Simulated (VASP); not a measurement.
# C4N (P-3m1) in VASP: a series of runs, part 2 of 2

VASP 6.6.1.

### Step 3. Relaxation of cell and atoms, PBE

The input, INCAR:

```
  ALGO = Normal
  EDIFF = 1E-6
  EDIFFG = -0.04
  ENCUT = 600
  GGA = PE
  IBRION = 2
  ISIF = 3
  ISMEAR = 0
  LASPH = True
  LCHARG = False
  LREAL = False
  LWAVE = False
  NELM = 60
  NSW = 90
  PREC = Accurate
  SIGMA = 0.1
```

The input, KPOINTS:

```
k-points
0
Gamma
  6 6 2
```

The input, POSCAR:

```
C4N
1.0
    2.7048096600      0.0000000000      0.0000000000
   -1.3524048300      2.3424338800      0.0000000000
    0.0000000000      0.0000000000      8.6972651000
C N
4 1
Direct
    0.3333333300      0.6666666700      0.8658552800
    0.3333333300      0.6666666700      0.3767953500
    0.6666666700      0.3333333300      0.1341447200
    0.6666666700      0.3333333300      0.6232046500
    0.0000000000      0.0000000000      0.0000000000
```

Potentials or basis: VASP PAW PBE potentials, release 64 (C, N).

Launch:

```sh
$ cat potpaw_PBE.64/C/POTCAR potpaw_PBE.64/N/POTCAR > POTCAR
$ mpirun -np 1 vasp_std > vasp.out
```

OUTCAR:

```text
EDIFF = 1E-6
   EDIFFG = -0.04
   ENCUT = 600
   GGA = PE
   IBRION = 2
   ISIF = 3
   ISMEAR = 0
   LASPH = True
   LREAL = False
   NELM = 60
   NSW = 90
   PREC = Accurate

 ion  position               nearest neighbor table
   1  0.333  0.667  0.866-
   2  0.333  0.667  0.377-
   3  0.667  0.333  0.134-
   4  0.667  0.333  0.623-
   5  0.000  0.000  0.000-

  LATTYP: Found a hexagonal cell.
 ALAT       =     2.7048096600
 C/A-ratio  =     3.2154813807

  Lattice vectors:

 A1 = (   2.7048096600,   0.0000000000,   0.0000000000)
 A2 = (  -1.3524048300,   2.3424338800,   0.0000000000)
 A3 = (   0.0000000000,   0.0000000000,   8.6972651000)

Analysis of symmetry for initial positions (statically):
=====================================================================
 Subroutine PRICEL returns:
 Original cell was already a primitive cell.

 Routine SETGRP: Setting up the symmetry group for a
 hexagonal supercell.

 Subroutine GETGRP returns: Found 12 space group operations
 (whereof 12 operations were pure point group operations)
 out of a pool of 24 trial point group operations.

The static configuration has the point symmetry D_3d.

Analysis of symmetry for dynamics (positions and initial velocities):
[... 156 lines left out ...]
  energy without entropy =      -22.98757246  energy(sigma->0) =      -22.99447451

------------------------ aborting loop because EDIFF is reached ----------------------------------------

  FORCE on cell =-STRESS in cart. coord.  units (eV):
  Direction    XX          YY          ZZ          XY          YZ          ZX
  --------------------------------------------------------------------------------------
  -------------------------------------------------------------------------------------
  Total       -9.1839892     -9.1839892    -12.2073046      0.0000000      0.0000000      0.0000000
  in kB     -267.0270078   -267.0270083   -354.9307318      0.0000000      0.0000000      0.0000000
  external PRESSURE =    -296.3282493 kB  Pullay stress =       0.0000000 kB
[... 824 lines left out ...]
      1      -9.5089      2.00000
      2      -9.5089      2.00000
      3      -9.4624      2.00000
      4      -9.4624      2.00000
      5      -7.9069      2.00000
      6      -7.5978      2.00000
      7      -7.5155      2.00000
      8       0.7966      2.00000
      9       0.7966      2.00000
     10       3.0515      0.85149
     11       3.0515      0.85149
     12       3.3464      0.00001
     13       3.5433      0.00000
     14       3.5433      0.00000

[... ionic steps 4 to 47 ...]

--------------------------------------- Ionic step       48  -------------------------------------------

 number of electron      20.9999998 magnetization

------------------------ aborting loop because EDIFF is reached ----------------------------------------
[... 73 lines left out ...]
--------------------------------------- Ionic step       50  -------------------------------------------

 number of electron      20.9999997 magnetization

 Free energy of the ion-electron system (eV)
  ---------------------------------------------------
  ext. energy  EPLUGINS =         0.00000000
  ---------------------------------------------------
  free energy    TOTEN  =       -39.92670104 eV

  energy without entropy =      -39.89752226  energy(sigma->0) =      -39.91211165

 E-fermi :   2.4607     XC(G=0):  -9.4975

 val. band max:        2.4148812566   @ k =   0.5000   0.0000   0.0000
 cond. band min:       2.4698684418   @ k =   0.3333   0.3333   0.5000
 fundamental gap:      0.0549871851
 Fermi energy:         2.4606646640
[... 268 lines left out ...]
  FREE ENERGIE OF THE ION-ELECTRON SYSTEM (eV)
  ---------------------------------------------------
  free  energy   TOTEN  =       -39.9267010434 eV

  energy  without entropy=      -39.8975222613  energy(sigma->0) =      -39.91211165

 reached required accuracy - stopping structural energy minimisation
```

OSZICAR:

```text
N       E                     dE             d eps       ncg     rms          rms(c)
DAV:   1     0.650429811696E+02    0.65043E+02   -0.10747E+04   392   0.149E+03
DAV:   2    -0.162674397447E+02   -0.81310E+02   -0.78877E+02   500   0.225E+02
DAV:   3    -0.231378405933E+02   -0.68704E+01   -0.67503E+01   664   0.562E+01
[... 556 lines left out ...]
DAV:   5    -0.399266637736E+02    0.11566E-03   -0.27132E-04   434   0.134E-01    0.383E-02
DAV:   6    -0.399267118658E+02   -0.48092E-04   -0.94062E-05   452   0.911E-02    0.352E-02
DAV:   7    -0.399266980479E+02    0.13818E-04   -0.13029E-05   464   0.243E-02    0.647E-03
DAV:   8    -0.399267010306E+02   -0.29827E-05   -0.12011E-06   316   0.134E-02    0.460E-03
DAV:   9    -0.399267010434E+02   -0.12735E-07   -0.29812E-07   280   0.552E-03
  50 F= -.39926701E+02 E0= -.39912112E+02  d E =-.116833E-01
```

CONTCAR:

```text
C4N
   1.00000000000000
     2.4352885602883401    0.0000000000000001   -0.0000000000000000
    -1.2176442801441700    2.1090217596827632   -0.0000000000000001
     0.0000000000000000    0.0000000000000000   10.3709891251073163
  C               N
     4     1
Direct
     0.3333333300000021    0.6666666699999979    0.6890031416178121
     0.3333333300000021    0.6666666699999979    0.3109282204293057
     0.6666666699999979    0.3333333300000021    0.3109968583821882
     0.6666666699999979    0.3333333300000021    0.6890717795706939
     0.0000000000000000    0.0000000000000000    0.0000000000000000

  0.00000000E+00  0.00000000E+00  0.00000000E+00
  0.00000000E+00  0.00000000E+00  0.00000000E+00
  0.00000000E+00  0.00000000E+00  0.00000000E+00
  0.00000000E+00  0.00000000E+00  0.00000000E+00
  0.00000000E+00  0.00000000E+00  0.00000000E+00
```

Run time: 6.7 min. Hardware: 1 thread of Intel Xeon Platinum 8488C (Sapphire Rapids), shared host; peak memory 0.19 GiB.

Results:

```
Free energy                            : -39.9267 eV
Relaxed volume                         : 10.65 Å³/atom
Relaxed cell                           : a = 2.435 Å, b = 2.435 Å, c = 10.371 Å, α = 90.00°, β = 90.00°, γ = 120.00°
Space group after relaxing (to 0.05 Å) : P6/mmm (No. 191)
Energy gained by relaxing              : 3385.1 meV/atom
Ionic steps                            : 50
Pressure after relaxing                : -0.3 GPa
Largest force after relaxing           : 0.021 eV/Å
```

Forces on the atoms (eV/Å):
```
C    0.000  0.000  0.002
C    0.000  0.000  0.021
C    0.000  0.000 -0.002
C    0.000  0.000 -0.021
N    0.000  0.000  0.000
```

Stress tensor (GPa, compression positive):
```
-0.50  0.00  0.00
 0.00 -0.50  0.00
 0.00  0.00  0.04
```

Step by step:
```csv
step,energy change (eV),largest force (eV/Å),pressure (GPa),volume (Å³)
1,0.0000,1.9339,-29.63,55.10
3,-2.0472,2.1486,-4.85,40.37
5,-3.8620,3.1747,22.66,28.62
7,-2.0019,7.5254,72.19,27.09
9,-2.3996,9.8098,104.32,24.22
11,-2.7229,7.8863,154.78,22.15
13,-2.8776,6.7118,175.23,21.48
15,-2.8803,6.4365,182.37,21.27
17,-3.3018,6.0051,172.50,21.49
19,-4.9147,4.0823,135.06,22.48
21,-8.8299,4.5512,44.47,26.72
23,-10.4113,5.1196,-9.22,31.89
25,-13.0635,1.9597,-10.57,33.56
27,-13.7731,0.7968,-13.37,34.76
29,-13.7050,1.0726,95.35,30.64
31,-14.7591,1.1715,36.15,32.46
33,-15.5593,0.5921,36.87,35.68
35,-16.4842,1.3517,21.12,43.33
37,-16.7462,1.5118,-0.62,48.83
39,-16.8934,0.0524,-0.67,49.68
41,-16.8982,0.1093,0.71,49.65
43,-16.9028,0.0640,1.47,49.83
45,-16.9125,0.3918,-0.23,51.89
47,-16.9164,0.2591,0.09,51.64
49,-16.9246,0.0977,-0.42,53.77
50,-16.9253,0.0210,-0.32,53.27
```

Final structure:
```
C N
1.0
     2.43529    0.00000    0.00000
    -1.21764    2.10902    0.00000
     0.00000    0.00000   10.37099
C N
4 1
Cartesian
  0.0000 1.4060 7.1456
  0.0000 1.4060 3.2246
  1.2176 0.7030 3.2253
  1.2176 0.7030 7.1464
  0.0000 0.0000 0.0000
```

Caveat: the k points lie up to 0.50 Å⁻¹ apart in the final cell; this functional lacks dispersion, which binds the layers, so the pressure and a relaxed spacing across them are unreliable.
